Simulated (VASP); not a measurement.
# TaHO2 (P6_3/mmc) in VASP: notebook, part 2 of 3

VASP 6.6.1. Earlier steps stand in the parts before.

**4. Single point, PBE**

This run uses another cell than the first one, of 9.47 Å³/atom, 1.013 times its volume.

INCAR

```
SYSTEM = TaHO2
PREC = Accurate
ENCUT = 520
EDIFF = 1E-6
ISMEAR = 0
SIGMA = 0.1
LREAL = .False.
LASPH = .True.
NELM = 60
ALGO = Normal
ISIF = 2
LWAVE = .False.
LCHARG = .False.
GGA = PE
NBANDS = 34
```

KPOINTS

```
regular mesh
0
Gamma
  12 12 4
  0 0 0
```

POSCAR

```
TaHO2
1.0
    2.9107725459      0.0000000000      0.0000000000
   -1.4553862729      2.5208029694      0.0000000000
    0.0000000000      0.0000000000     10.3224439148
Ta H O
2 2 4
Direct
    0.6666666667      0.3333333333      0.7500000000
    0.3333333333      0.6666666667      0.2500000000
    0.0000000000      0.0000000000      0.0000000000
    0.0000000000      0.0000000000      0.5000000000
    0.3333333333      0.6666666667      0.8745219494
    0.3333333333      0.6666666667      0.6254780506
    0.6666666667      0.3333333333      0.3745219494
    0.6666666667      0.3333333333      0.1254780506
```

Potentials or basis: VASP PAW PBE potentials, release 64 (Ta_pv, H, O).

The run is started by

```
$ cat potpaw_PBE.64/Ta_pv/POTCAR potpaw_PBE.64/H/POTCAR potpaw_PBE.64/O/POTCAR > POTCAR
$ mpirun -np 1 vasp_std > vasp.out
```

OUTCAR:

```text
SYSTEM = TaHO2
   PREC = Accurate
   ENCUT = 520
   EDIFF = 1E-6
   ISMEAR = 0
   LREAL = .False.
   LASPH = .True.
   NELM = 60
   ISIF = 2
   GGA = PE

 ion  position               nearest neighbor table
   1  0.667  0.333  0.750-   5 2.12   6 2.12   5 2.12   6 2.12   5 2.12   6 2.12
   2  0.333  0.667  0.250-   7 2.12   8 2.12   7 2.12   8 2.12   7 2.12   8 2.12
   3  0.000  0.000  0.000-
   4  0.000  0.000  0.500-
   5  0.333  0.667  0.875-   1 2.12   1 2.12   1 2.12
   6  0.333  0.667  0.625-   1 2.12   1 2.12   1 2.12
   7  0.667  0.333  0.375-   2 2.12   2 2.12   2 2.12
   8  0.667  0.333  0.125-   2 2.12   2 2.12   2 2.12

  LATTYP: Found a hexagonal cell.
 ALAT       =     2.9107725459
 C/A-ratio  =     3.5462901178

  Lattice vectors:

 A1 = (   2.9107725459,   0.0000000000,   0.0000000000)
 A2 = (  -1.4553862729,   2.5208029694,   0.0000000000)
 A3 = (   0.0000000000,   0.0000000000,  10.3224439148)

Analysis of symmetry for initial positions (statically):
=====================================================================
 Subroutine PRICEL returns:
 Original cell was already a primitive cell.

 Routine SETGRP: Setting up the symmetry group for a
 hexagonal supercell.

 Subroutine GETGRP returns: Found 24 space group operations
 (whereof 12 operations were pure point group operations)
 out of a pool of 24 trial point group operations.

The static configuration has the point symmetry D_3d.
 The point group associated with its full space group is D_6h.

Analysis of symmetry for dynamics (positions and initial velocities):
=====================================================================
 Subroutine PRICEL returns:
 Original cell was already a primitive cell.

 Routine SETGRP: Setting up the symmetry group for a
 hexagonal supercell.

 Subroutine GETGRP returns: Found 24 space group operations
 (whereof 12 operations were pure point group operations)
 out of a pool of 24 trial point group operations.

The dynamic configuration has the point symmetry D_3d.
 The point group associated with its full space group is D_6h.

 Subroutine INISYM returns: Found 24 space group operations
 (whereof 12 operations are pure point group operations),
 and found     1 'primitive' translations

----------------------------------------------------------------------------------------

                                     Primitive cell

  volume of cell :      75.7408

  direct lattice vectors                    reciprocal lattice vectors
     2.910772546  0.000000000  0.000000000     0.343551406  0.198349497  0.000000000
    -1.455386273  2.520802969  0.000000000     0.000000000  0.396698993  0.000000000
     0.000000000  0.000000000 10.322443915     0.000000000  0.000000000  0.096876283

  length of vectors
     2.910772546  2.910772546 10.322443915     0.396698993  0.396698993  0.096876283

  position of ions in fractional coordinates (direct lattice)
     0.666666667  0.333333333  0.750000000
     0.333333333  0.666666667  0.250000000
     0.000000000  0.000000000  0.000000000
     0.000000000  0.000000000  0.500000000
[... 37 lines left out ...]
 Subroutine IBZKPT returns following result:
 ===========================================

 Found     57 irreducible k-points:

 Following reciprocal coordinates:
            Coordinates               Weight
  0.000000  0.000000  0.000000      1.000000
  0.083333  0.000000  0.000000      6.000000
  0.166667  0.000000  0.000000      6.000000
  0.250000  0.000000  0.000000      6.000000
  0.333333  0.000000  0.000000      6.000000
  0.416667  0.000000  0.000000      6.000000
[... 16 lines left out ...]
  0.250000  0.000000  0.250000     12.000000
  0.333333  0.000000  0.250000     12.000000
 [... further k-points ...]
   k-points           NKPTS =     57   k-points in BZ     NKDIM =     57   number of bands    NBANDS=     34
   number of dos      NEDOS =    301   number of ions     NIONS =      8
   total plane-waves  NPLWV =  46080
   dimension x,y,z NGX =    24 NGY =   24 NGZ =   80
   dimension x,y,z NGXF=    48 NGYF=   48 NGZF=  160
   ions per type =               2   2   4
   NGX,Y,Z   is equivalent  to a cutoff of  13.71, 13.71, 12.88 a.u.
   NGXF,Y,Z  is equivalent  to a cutoff of  27.41, 27.41, 25.77 a.u.
 SYSTEM =  TaHO2
   PREC   = accura    normal or accurate (medium, high low for compatibility)
   ISTART =      0    job   : 0-new  1-cont  2-samecut
   ICHARG =      2    charge: 1-file 2-atom 10-const
   ISPIN  =      1    spin polarized calculation?
   LNONCOLLINEAR =      F non collinear calculations
   LSORBIT =      F    spin-orbit coupling
   LASPH  =      T    aspherical Exc in radial PAW
   ENCUT  =  520.0 eV  38.22 Ry    6.18 a.u.   5.41  5.41 19.19*2*pi/ulx,y,z
   NELM   =     60;   NELMIN=  2; NELMDL= -5     # of ELM steps
   EDIFF  = 0.1E-05   stopping-criterion for ELM
   LREAL  =      F    real-space projection
   EDIFFG = 0.1E-04   stopping-criterion for IOM
   NSW    =      0    number of steps for IOM
   IBRION =     -1    ionic relax: 0-MD 1-quasi-New 2-CG
   NFREE  =      0    steps in history (QN), initial steepest desc. (CG)
   ISIF   =      2    stress and relaxation
   ISYM   =      2    0-nonsym 1-usesym 2-fastsym
   POTIM  = 0.5000    time-step for ionic-motion
   TEBEG  =    0.0;   TEEND  =   0.0 temperature during run
   PSTRESS=    0.0 pullay stress
   NELECT =      48.0000    total number of electrons
   NUPDOWN=      -1.0000    fix difference up-down
   EMIN   =  10.00;   EMAX   =-10.00  energy-range for DOS
   EFERMI =   0.00;   METHOD = LEGACY
   ISMEAR =     0;   SIGMA  =   0.10  broadening in eV -4-tet -1-fermi 0-gaus
   EFERMI_NEDOS =   21; number of points for ismear=-14 and -15
   IALGO  =     38    algorithm
   IMIX   =      4    mixing-type and parameters
     AMIX     =   0.40;   BMIX     =  1.00
     AMIX_MAG =   1.60;   BMIX_MAG =  1.00
  volume/ion in A,a.u.               =       9.47        63.89
  Fermi-wavevector in a.u.,A,eV,Ry     =   1.406194  2.657322 26.903922  1.977382
  Thomas-Fermi vector in A             =   2.528579
   LORBIT       =      0    0 simple, 1 ext, 2 COOP (PROOUT), +10 PAW based schemes
   GGA     = PE    functional components
   LHFCALC =     F    Hartree Fock is set to
   AEXX    =    0.0000 exact exchange contribution
   IVDW    =     0    specifies the selected vdW correction
   LEPSILON=     F    determine dielectric tensor
   LRPA    =     F    only Hartree local field effects (RPA)
 non-spin polarized calculation
 Gauss-broadening in eV      SIGMA  =   0.10
  energy-cutoff  :      520.00
  volume of cell :       75.74
 maximum number of plane-waves:      2091
 NGX is ok and might be reduce to    24
   NGX = 11   NGY = 11   NGZ = 39

 number of electron      47.9999995 magnetization

 Free energy of the ion-electron system (eV)
  ---------------------------------------------------
  ext. energy  EPLUGINS =         0.00000000
  ---------------------------------------------------
  free energy    TOTEN  =       -58.70850016 eV

  energy without entropy =      -58.69913893  energy(sigma->0) =      -58.70381955

 E-fermi :   4.6289     XC(G=0): -11.6347

 val. band max:        4.6168175344   @ k =   0.3333   0.2500   0.0000
 cond. band min:       4.6320884481   @ k =   0.1667   0.0000   0.2500
 fundamental gap:      0.0152709137
 Fermi energy:         4.6289226342

 k-point     1 :       0.0000    0.0000    0.0000
  band No.  band energies     occupation
      1     -30.6269      2.00000
      2     -30.6247      2.00000
      3     -29.8033      2.00000
      4     -29.8033      2.00000
      5     -29.8033      2.00000
      6     -29.8033      2.00000
[... 877 lines left out ...]
     33      10.3951      0.00000
     34      10.4452      0.00000

 [... further k-points ...]
[... 5 lines left out ...]
  --------------------------------------------------------------------------------------
  -------------------------------------------------------------------------------------
  Total        0.2915220      0.2915220      0.2821890      0.0000000     -0.0000000      0.0000000
  in kB        6.1666924      6.1666924      5.9692660      0.0000000     -0.0000000      0.0000000
  external PRESSURE =       6.1008836 kB  Pullay stress =       0.0000000 kB

 VOLUME and BASIS-vectors are now :
 -----------------------------------------------------------------------------
  energy-cutoff  :      520.00
  volume of cell :       75.74
      direct lattice vectors                 reciprocal lattice vectors
     2.910772546  0.000000000  0.000000000     0.343551406  0.198349497  0.000000000
    -1.455386273  2.520802969  0.000000000     0.000000000  0.396698993  0.000000000
     0.000000000  0.000000000 10.322443915     0.000000000  0.000000000  0.096876283

 POSITION                                       TOTAL-FORCE (eV/Angst)
 -----------------------------------------------------------------------------------
      1.45539      0.84027      7.74183         0.000000      0.000000      0.000000
     -0.00000      1.68054      2.58061        -0.000000     -0.000000      0.000000
      0.00000      0.00000      0.00000        -0.000000      0.000000      0.000000
      0.00000      0.00000      5.16122        -0.000000      0.000000      0.000000
     -0.00000      1.68054      9.02720         0.000000      0.000000      0.089867
     -0.00000      1.68054      6.45646        -0.000000      0.000000     -0.089867
      1.45539      0.84027      3.86598         0.000000     -0.000000      0.089867
      1.45539      0.84027      1.29524         0.000000      0.000000     -0.089867
 -----------------------------------------------------------------------------------
    total drift:                               -0.000000      0.000000     -0.000000

  FREE ENERGIE OF THE ION-ELECTRON SYSTEM (eV)
  ---------------------------------------------------
  free  energy   TOTEN  =       -58.7085001620 eV

  energy  without entropy=      -58.6991389333  energy(sigma->0) =      -58.70381955
```

It took 2.1 min on 1 thread of Intel Xeon Platinum 8259CL at 2.50GHz (Skylake/Cascade Lake), shared host; peak memory 0.28 GiB.

Results:

```yaml
Free_energy: -58.7085 eV
Pressure: 0.6 GPa
Largest_force: 0.090 eV/Å
Band_gap_on_the_k_mesh: zero (band 24 reaches 5.66 eV, above the bottom of band 25 at 4.56 eV)
```

Forces on the atoms (eV/Å):
```
Ta   0.000  0.000  0.000
Ta   0.000  0.000  0.000
H    0.000  0.000  0.000
H    0.000  0.000  0.000
O    0.000  0.000  0.090
O    0.000  0.000 -0.090
O    0.000  0.000  0.090
O    0.000  0.000 -0.090
```

Levels at points of the mesh, in eV from the Fermi level:
| k point | band 22 | band 23 | band 24 | band 25 | band 26 | band 27 |
| --- | --- | --- | --- | --- | --- | --- |
| (0.00, 0.00, 0.00) | -2.89 | -1.67 | 1.03 | 1.11 | 1.73 | 2.80 |
| (0.50, 0.00, 0.00) | -3.66 | -1.01 | -0.30 | 0.43 | 0.86 | 4.14 |
| (0.00, 0.00, 0.50) | -3.97 | -0.29 | -0.29 | 1.61 | 1.61 | 2.84 |
| (0.50, 0.00, 0.50) | -3.77 | -0.60 | -0.60 | 0.62 | 0.62 | 4.36 |

Caveat: spin-orbit coupling is left out, which moves the levels of the heavy elements.

**5. Relaxation of cell and atoms, PBE**

INCAR

```
SYSTEM = TaHO2
ALGO = Normal
EDIFF = 1E-7
EDIFFG = -0.04
ENCUT = 600
GGA = PE
IBRION = 2
ISIF = 3
ISMEAR = 0
LASPH = .TRUE.
LCHARG = .FALSE.
LREAL = .FALSE.
LWAVE = .FALSE.
NELM = 60
NSW = 90
PREC = Accurate
SIGMA = 0.1
```

KPOINTS

```
k-points
0
G
  6 6 2
  0 0 0
```

POSCAR

```
TaHO2
1.0
    3.0042465600      0.0000000000      0.0000000000
   -1.5021232800      2.6017538400      0.0000000000
    0.0000000000      0.0000000000      9.5651676100
Ta H O
2 2 4
Direct
    0.6666666700      0.3333333300      0.7500000000
    0.3333333300      0.6666666700      0.2500000000
    0.0000000000      0.0000000000      0.0000000000
    0.0000000000      0.0000000000      0.5000000000
    0.3333333300      0.6666666700      0.8849994000
    0.3333333300      0.6666666700      0.6150006000
    0.6666666700      0.3333333300      0.3849994000
    0.6666666700      0.3333333300      0.1150006000
```

The run is started by

```
$ cat potpaw_PBE.64/Ta_pv/POTCAR potpaw_PBE.64/H/POTCAR potpaw_PBE.64/O/POTCAR > POTCAR
$ mpirun -np 1 vasp_std > vasp.out
```

Run time: 7.1 min. Hardware: 1 thread of Intel Xeon Platinum 8259CL at 2.50GHz (Skylake/Cascade Lake), shared host; peak memory 0.23 GiB.

Results (log left out):

```
Free energy                            : -58.7071 eV
Relaxed volume                         : 9.35 Å³/atom
Relaxed cell                           : a = 2.903 Å, b = 2.903 Å, c = 10.249 Å, α = 90.00°, β = 90.00°, γ = 120.00°
Space group after relaxing (to 0.05 Å) : P6_3/mmc (No. 194)
Energy gained by relaxing              : 52.7 meV/atom
Ionic steps                            : 14
Pressure after relaxing                : 0.1 GPa
Largest force after relaxing           : 0.025 eV/Å
Band gap on the k mesh                 : zero (band 24 reaches 5.69 eV, above the bottom of band 25 at 4.73 eV)
```

Forces in eV/Å, atoms in the order of the input:
```
Ta   0.000  0.000  0.000
Ta   0.000  0.000  0.000
H    0.000  0.000  0.000
H    0.000  0.000  0.000
O    0.000  0.000 -0.025
O    0.000  0.000  0.025
O    0.000  0.000 -0.025
O    0.000  0.000  0.025
```

Stress tensor (GPa, compression positive):
```
 0.26  0.00  0.00
 0.00  0.26  0.00
 0.00  0.00 -0.36
```

Step by step:
```csv
step,energy change (eV),largest force (eV/Å),pressure (GPa),volume (Å³)
1,0.0000,0.6879,-10.87,74.76
2,-0.1150,1.1224,18.00,68.04
3,-0.2649,0.2839,4.14,70.78
4,-0.3878,0.0891,2.17,71.33
5,-0.3900,0.1573,1.91,71.41
6,-0.3995,0.2541,-0.78,72.47
7,-0.3996,0.2669,-1.13,72.61
8,-0.4068,0.1733,-0.67,72.84
9,-0.4139,0.0009,0.40,73.35
10,-0.4143,0.0345,0.68,73.47
11,-0.4182,0.0067,0.10,73.95
12,-0.4203,0.0779,-0.78,74.72
13,-0.4210,0.0008,0.48,74.83
14,-0.4213,0.0254,0.05,74.79
```

Final structure:
```xyz
8
Lattice="2.9028 0.0000 0.0000 -1.4514 2.5139 0.0000 0.0000 0.0000 10.2488" Properties=species:S:1:pos:R:3 pbc="T T T"
Ta    1.4514    0.8380    7.6866
Ta    0.0000    1.6760    2.5622
H     0.0000    0.0000    0.0000
H     0.0000    0.0000    5.1244
O     0.0000    1.6760    8.9875
O     0.0000    1.6760    6.3857
O     1.4514    0.8380    3.8631
O     1.4514    0.8380    1.2613
```

Levels at points of the mesh, in eV from the Fermi level:
```csv
k point,band 21,band 22,band 23,band 24,band 25,band 26,band 27,band 28
"(0.00, 0.00, 0.00)",-3.85,-2.84,-1.66,0.96,1.22,1.70,2.73,2.73
"(0.50, 0.00, 0.00)",-3.68,-3.60,-1.02,-0.32,0.47,0.97,4.12,4.68
"(0.00, 0.00, 0.50)",-3.89,-3.89,-0.26,-0.26,1.59,1.59,2.77,2.77
"(0.50, 0.00, 0.50)",-3.71,-3.71,-0.61,-0.61,0.69,0.69,4.36,4.36
```

Caveat: the k points lie up to 0.42 Å⁻¹ apart in the final cell; spin-orbit coupling is left out, which moves the levels of the heavy elements.

(Part 2 of 3 ends here.)
